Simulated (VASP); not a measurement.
# PtS2 (P-3m1) in VASP: further runs

Aim: see how the results for PtS2 move with the level of theory and the settings. Levels: PBEsol, PBE, r2SCAN+D4. Tasks: relaxation of cell and atoms.

All numbers are computed with VASP 6.6.1; they aren't measurements. Logs are shortened: lines on timing, memory, paths and dates and some standing lists are left out, and cuts for length are marked.

### Step 1. The cell of the first run

Symmetry: P-3m1, No. 164, trigonal system. Conventional cell: a = 3.543 Å, b = 3.543 Å, c = 5.039 Å, α = 90.00°, β = 90.00°, γ = 120.00°. Within 3.1 Å of Pt (site symmetry -3m) lie 6 S at 2.34 Å. Within 3.1 Å of S (site symmetry 3m) lie 3 Pt at 2.34 Å and 3 S at 3.07 Å.

### Step 2. Relaxation of cell and atoms, PBEsol

File INCAR:

```
PREC = Accurate
ENCUT = 600
EDIFF = 1E-6
ISMEAR = -1
SIGMA = 0.05
LREAL = False
LASPH = True
NELM = 60
ALGO = Normal
ISIF = 3
LWAVE = False
LCHARG = False
GGA = PS
IBRION = 2
NSW = 80
EDIFFG = -0.05
```

File KPOINTS:

```
regular mesh
0
Gamma
  9 9 6
```

File POSCAR:

```
PtS2
1.0
    3.5432000000      0.0000000000      0.0000000000
   -1.7716000000      3.0685012107      0.0000000000
    0.0000000000      0.0000000000      5.0388000000
Pt S
1 2
Direct
    0.0000000000      0.0000000000      0.0000000000
    0.3333333333      0.6666666667      0.2270000000
    0.6666666667      0.3333333333      0.7730000000
```

Potentials or basis: VASP PAW PBE potentials, release 64 (Pt, S).

On the command line:

```
$ cat potpaw_PBE.64/Pt/POTCAR potpaw_PBE.64/S/POTCAR > POTCAR
$ mpirun -np 1 vasp_std > vasp.out
```

OUTCAR:

```text
PREC = Accurate
   ENCUT = 600
   EDIFF = 1E-6
   ISMEAR = -1
   LREAL = False
   LASPH = True
   NELM = 60
   ISIF = 3
   GGA = PS
   IBRION = 2
   NSW = 80
   EDIFFG = -0.05

 ion  position               nearest neighbor table
   1  0.000  0.000  0.000-   2 2.34   3 2.34   3 2.34   2 2.34   3 2.34   2 2.34
   2  0.333  0.667  0.227-   1 2.34   1 2.34   1 2.34
   3  0.667  0.333  0.773-   1 2.34   1 2.34   1 2.34

  LATTYP: Found a hexagonal cell.
 ALAT       =     3.5432000000
 C/A-ratio  =     1.4221043125

  Lattice vectors:

 A1 = (   3.5432000000,   0.0000000000,   0.0000000000)
 A2 = (  -1.7716000000,   3.0685012107,   0.0000000000)
 A3 = (   0.0000000000,   0.0000000000,   5.0388000000)

Analysis of symmetry for initial positions (statically):
=====================================================================
 Subroutine PRICEL returns:
 Original cell was already a primitive cell.

 Routine SETGRP: Setting up the symmetry group for a
 hexagonal supercell.

 Subroutine GETGRP returns: Found 12 space group operations
 (whereof 12 operations were pure point group operations)
 out of a pool of 24 trial point group operations.

The static configuration has the point symmetry D_3d.

Analysis of symmetry for dynamics (positions and initial velocities):
=====================================================================
 Subroutine PRICEL returns:
 Original cell was already a primitive cell.

 Routine SETGRP: Setting up the symmetry group for a
 hexagonal supercell.

 Subroutine GETGRP returns: Found 12 space group operations
 (whereof 12 operations were pure point group operations)
 out of a pool of 24 trial point group operations.

The dynamic configuration has the point symmetry D_3d.

 Subroutine INISYM returns: Found 12 space group operations
 (whereof 12 operations are pure point group operations),
 and found     1 'primitive' translations

----------------------------------------------------------------------------------------

                                     Primitive cell

  volume of cell :      54.7834

  direct lattice vectors                    reciprocal lattice vectors
     3.543200000  0.000000000  0.000000000     0.282230752  0.162946001  0.000000000
    -1.771600000  3.068501211  0.000000000     0.000000000  0.325892001  0.000000000
     0.000000000  0.000000000  5.038800000     0.000000000  0.000000000  0.198459951

  length of vectors
     3.543200000  3.543200000  5.038800000     0.325892001  0.325892001  0.198459951

  position of ions in fractional coordinates (direct lattice)
     0.000000000  0.000000000  0.000000000
     0.333333333  0.666666667  0.227000000
     0.666666667  0.333333333  0.773000000

  ion indices of the primitive-cell ions
   primitive index   ion index
                 1           1
                 2           2
                 3           3

----------------------------------------------------------------------------------------

 KPOINTS: regular mesh

Automatic generation of k-mesh.
 Grid dimensions read from file:
 generate k-points for:    9    9    6

 Generating k-lattice:

  Cartesian coordinates                     Fractional coordinates (reciprocal lattice)
     0.031358972  0.018105111  0.000000000     0.111111111  0.000000000  0.000000000
     0.000000000  0.036210222  0.000000000     0.000000000  0.111111111  0.000000000
     0.000000000  0.000000000  0.033076658     0.000000000  0.000000000  0.166666667

  Length of vectors
     0.036210222  0.036210222  0.033076658

  Shift w.r.t. Gamma in fractional coordinates (k-lattice)
     0.000000000  0.000000000  0.000000000

 Subroutine IBZKPT returns following result:
 ===========================================

 Found     62 irreducible k-points:

 Following reciprocal coordinates:
            Coordinates               Weight
  0.000000  0.000000  0.000000      1.000000
  0.111111 -0.000000  0.000000      6.000000
  0.222222  0.000000  0.000000      6.000000
  0.333333  0.000000  0.000000      6.000000
  0.444444  0.000000  0.000000      6.000000
  0.111111  0.111111  0.000000      6.000000
[... 16 lines left out ...]
  0.222222  0.111111  0.166667     12.000000
 -0.111111  0.333333  0.166667     12.000000
 [... further k-points ...]
   k-points           NKPTS =     62   k-points in BZ     NKDIM =     62   number of bands    NBANDS=     15
   number of dos      NEDOS =    301   number of ions     NIONS =      3
   total plane-waves  NPLWV =  31360
   dimension x,y,z NGX =    28 NGY =   28 NGZ =   40
   dimension x,y,z NGXF=    56 NGYF=   56 NGZF=   80
   ions per type =               1   2
   NGX,Y,Z   is equivalent  to a cutoff of  13.14, 13.14, 13.20 a.u.
   NGXF,Y,Z  is equivalent  to a cutoff of  26.28, 26.28, 26.39 a.u.
 SYSTEM =  unknown system
   PREC   = accura    normal or accurate (medium, high low for compatibility)
   ISTART =      0    job   : 0-new  1-cont  2-samecut
   ICHARG =      2    charge: 1-file 2-atom 10-const
   ISPIN  =      1    spin polarized calculation?
   LNONCOLLINEAR =      F non collinear calculations
   LSORBIT =      F    spin-orbit coupling
   LASPH  =      T    aspherical Exc in radial PAW
   ENCUT  =  600.0 eV  44.10 Ry    6.64 a.u.   7.08  7.08 10.06*2*pi/ulx,y,z
   NELM   =     60;   NELMIN=  2; NELMDL= -5     # of ELM steps
   EDIFF  = 0.1E-05   stopping-criterion for ELM
   LREAL  =      F    real-space projection
   EDIFFG = -.5E-01   stopping-criterion for IOM
   NSW    =     80    number of steps for IOM
   IBRION =      2    ionic relax: 0-MD 1-quasi-New 2-CG
   NFREE  =      1    steps in history (QN), initial steepest desc. (CG)
   ISIF   =      3    stress and relaxation
   ISYM   =      2    0-nonsym 1-usesym 2-fastsym
   POTIM  = 0.5000    time-step for ionic-motion
   TEBEG  =    0.0;   TEEND  =   0.0 temperature during run
   PSTRESS=    0.0 pullay stress
   NELECT =      22.0000    total number of electrons
   NUPDOWN=      -1.0000    fix difference up-down
   EMIN   =  10.00;   EMAX   =-10.00  energy-range for DOS
   EFERMI =   0.00;   METHOD = LEGACY
   ISMEAR =    -1;   SIGMA  =   0.05  broadening in eV -4-tet -1-fermi 0-gaus
   EFERMI_NEDOS =   21; number of points for ismear=-14 and -15
   IALGO  =     38    algorithm
   IMIX   =      4    mixing-type and parameters
     AMIX     =   0.40;   BMIX     =  1.00
     AMIX_MAG =   1.60;   BMIX_MAG =  1.00
  volume/ion in A,a.u.               =      18.26       123.23
  Fermi-wavevector in a.u.,A,eV,Ry     =   1.207812  2.282434 19.848315  1.458810
  Thomas-Fermi vector in A             =   2.343439
   LORBIT       =      0    0 simple, 1 ext, 2 COOP (PROOUT), +10 PAW based schemes
   GGA     = PS    functional components
   LHFCALC =     F    Hartree Fock is set to
   AEXX    =    0.0000 exact exchange contribution
   IVDW    =     0    specifies the selected vdW correction
   LEPSILON=     F    determine dielectric tensor
   LRPA    =     F    only Hartree local field effects (RPA)
 conjugate gradient relaxation of ions
 non-spin polarized calculation
  energy-cutoff  :      600.00
  volume of cell :       54.78
 maximum number of plane-waves:      1863
   NGX = 15   NGY = 15   NGZ = 21

--------------------------------------- Ionic step        1  -------------------------------------------

 number of electron      22.0000000 magnetization

 Free energy of the ion-electron system (eV)
  ---------------------------------------------------
  ext. energy  EPLUGINS =         0.00000000
  ---------------------------------------------------
  free energy    TOTEN  =       -16.93178789 eV

  energy without entropy =      -16.93178113  energy(sigma->0) =      -16.93178451

------------------------ aborting loop because EDIFF is reached ----------------------------------------

  FORCE on cell =-STRESS in cart. coord.  units (eV):
  Direction    XX          YY          ZZ          XY          YZ          ZX
  --------------------------------------------------------------------------------------
  -------------------------------------------------------------------------------------
  Total        2.1722450      2.1722450      1.9698216      0.0000000     -0.0000000      0.0000000
  in kB       63.5287476     63.5287476     57.6087429      0.0000000     -0.0000000      0.0000000
  external PRESSURE =      61.5554127 kB  Pullay stress =       0.0000000 kB
[... 170 lines left out ...]
  energy  without entropy=      -16.9891219116  energy(sigma->0) =      -16.98912797

--------------------------------------- Ionic step        6  -------------------------------------------

 number of electron      21.9999997 magnetization

 Free energy of the ion-electron system (eV)
  ---------------------------------------------------
  ext. energy  EPLUGINS =         0.00000000
  ---------------------------------------------------
  free energy    TOTEN  =       -16.99179501 eV

  energy without entropy =      -16.99178413  energy(sigma->0) =      -16.99178957

 E-fermi :   6.6855     XC(G=0): -10.6739

 val. band max:        6.2402626203   @ k =   0.0000   0.0000   0.0000
 cond. band min:       7.1527841977   @ k =   0.0000   0.3333   0.3333
 fundamental gap:      0.9125215774
 Fermi energy:         6.6855100819

 k-point     1 :       0.0000    0.0000    0.0000
  band No.  band energies     occupation
      1      -8.9010      2.00000
      2      -5.9870      2.00000
      3      -0.5108      2.00000
      4      -0.3076      2.00000
      5      -0.3076      2.00000
      6       2.5222      2.00000
      7       2.5222      2.00000
      8       4.3840      2.00000
      9       5.2623      2.00000
     10       5.2623      2.00000
     11       6.2403      1.99973
     12       8.5374      0.00000
     13       8.5374      0.00000
     14      10.9828      0.00000
     15      11.6376      0.00000
[... 397 lines left out ...]
 k-point    24 :      -0.1111    0.3333    0.1667
  band No.  band energies     occupation
      1      -7.8586      2.00000
      2      -6.4474      2.00000
      3      -0.1718      2.00000
      4       0.1202      2.00000
      5       0.8289      2.00000
      6       1.1531      2.00000
      7       1.9878      2.00000
      8       3.2706      2.00000
      9       4.5421      2.00000
     10       4.7374      2.00000
     11       5.9721      2.00000
     12       7.2585      0.00002
     13       8.1413      0.00000
     14      11.9031      0.00000
     15      13.7151      0.00000

 [... further k-points ...]

------------------------ aborting loop because EDIFF is reached ----------------------------------------

  FORCE on cell =-STRESS in cart. coord.  units (eV):
  Direction    XX          YY          ZZ          XY          YZ          ZX
  --------------------------------------------------------------------------------------
  -------------------------------------------------------------------------------------
  Total       -0.0039339     -0.0039339     -0.0971538      0.0000000      0.0000000      0.0000000
  in kB       -0.1121653     -0.1121653     -2.7701274      0.0000000      0.0000000      0.0000000
  external PRESSURE =      -0.9981527 kB  Pullay stress =       0.0000000 kB
[... 18 lines left out ...]
  FREE ENERGIE OF THE ION-ELECTRON SYSTEM (eV)
  ---------------------------------------------------
  free  energy   TOTEN  =       -16.9917950118 eV

  energy  without entropy=      -16.9917841276  energy(sigma->0) =      -16.99178957

 reached required accuracy - stopping structural energy minimisation
```

Wall time 4 min (1 thread of Intel Xeon 8259CL, shared host); peak memory 0.23 GiB.

Results:

```
Free energy                           : -16.9918 eV
Relaxed volume                        : 18.73 Å³/atom
Relaxed cell                          : a = 3.553 Å, b = 3.553 Å, c = 5.139 Å, α = 90.00°, β = 90.00°, γ = 120.00°
Space group after relaxing (to 0.1 Å) : P-3m1 (No. 164)
Energy gained by relaxing             : 20.0 meV/atom
Ionic steps                           : 6
Pressure after relaxing               : -0.1 GPa
Largest force after relaxing          : 0.034 eV/Å
Band gap on the k mesh                : 0.91 eV (least direct gap 1.07 eV)
```

Forces on the atoms (eV/Å):
```
Pt   0.000  0.000  0.000
S    0.000  0.000  0.034
S    0.000  0.000 -0.034
```

Step by step:
```
step  energy change (eV)  largest force (eV/Å)  pressure (GPa)  volume (Å³)
   1              0.0000                0.9307            6.16        54.78
   2              0.1062                0.8736           -9.98        60.54
   3             -0.0504                0.1996           -0.68        56.75
   4             -0.0504                0.2163           -0.50        56.70
   5             -0.0573                0.1277           -0.30        56.45
   6             -0.0600                0.0345           -0.10        56.19
```

Final structure:
```
CELL_PARAMETERS angstrom
3.55345 0.00000 0.00000
-1.77673 3.07738 0.00000
0.00000 0.00000 5.13852
ATOMIC_POSITIONS crystal
Pt 0.00000 0.00000 0.00000
S 0.33333 0.66667 0.23436
S 0.66667 0.33333 0.76564
```

Caveat: the PAW data sets were made with another functional, which shifts forces and pressure a little; spin-orbit coupling is left out, which moves the levels of the heavy elements; an odd mesh through Γ misses points on the zone boundary, where band edges can lie; the relaxation stopped at a loose force limit of 0.05 eV/Å, so its end isn't a converged minimum. As with any semilocal functional, this PBEsol gap is likely too small.

(Continued in part 2 of 3.)
